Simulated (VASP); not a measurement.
**Cu: relaxation of cell and atoms with r2SCAN**

The system is Cu.

```
Cu
1.0
    -1.43500    1.43500    1.43500
     1.43500   -1.43500    1.43500
     1.43500    1.43500   -1.43500
Cu
1
Cartesian
  0.0000 0.0000 0.0000
```

This isn't the form of Cu at room conditions, which is fcc.

```json
{
  "Program": "VASP 6.6.1",
  "Task": "relaxation of cell and atoms",
  "Functional": "r2SCAN",
  "Potentials or basis": "VASP PAW PBE potentials, release 64 (Cu)",
  "Cutoff": "660 eV",
  "k mesh": "10 × 10 × 10",
  "Occupations": "fermi-dirac, width 0.05 eV",
  "Spin": "no spin polarisation",
  "Target pressure": "5 GPa",
  "Dipole correction": "no",
  "Further INCAR settings": "ALGO = Normal; EDIFF = 1e-07; IBRION = 2; EDIFFG = -0.02; NSW = 60; ISIF = 3"
}
```

```json
{"Relaxed volume": "11.17 Å³/atom", "Relaxed cell": "a = 2.439 Å, b = 2.439 Å, c = 2.439 Å, α = 109.47°, β = 109.47°, γ = 109.47°", "Space group after relaxing (to 0.1 Å)": "Im-3m (No. 229)", "Energy change on relaxing (the run minimises the enthalpy)": "+1.6 meV/atom", "Ionic steps": "4", "Pressure after relaxing": "5.2 GPa", "Band gap on the k mesh": "zero (an odd number of electrons rules out a gap without spin polarisation)"}
```

Step by step:
```csv
step,energy change (eV),largest force (eV/Å),pressure (GPa),volume (Å³)
1,0.0000,0.0000,-3.97,11.82
2,0.0271,0.0000,13.39,10.72
3,0.0010,0.0000,4.65,11.19
4,0.0016,0.0000,5.22,11.17
```

Final structure:
```
CELL_PARAMETERS angstrom
-1.40808 1.40808 1.40808
1.40808 -1.40808 1.40808
1.40808 1.40808 -1.40808
ATOMIC_POSITIONS crystal
Cu 0.00000 0.00000 0.00000
```

Levels at points of the mesh, in eV from the Fermi level:
| k point | band 4 | band 5 | band 6 | band 7 | band 8 | band 9 |
| --- | --- | --- | --- | --- | --- | --- |
| (0.00, 0.00, 0.00) | -3.46 | -2.36 | -2.36 | 26.56 | 26.56 | 26.56 |
| (0.50, 0.00, 0.00) | -2.24 | -1.54 | -0.81 | 4.85 | 18.69 | 19.17 |
| (0.50, 0.50, 0.50) | -1.73 | -1.73 | 8.89 | 8.89 | 8.89 | 14.35 |

Wall time 43 s on 1 thread of Intel(R) Xeon(R) 6975P-C (Granite Rapids), on a shared host, peak memory 0.15 GiB.

Caveat: the cell is relaxed towards a set pressure, so the run minimises the enthalpy, not the energy; the PAW data sets were made with another functional, which shifts forces and pressure a little.
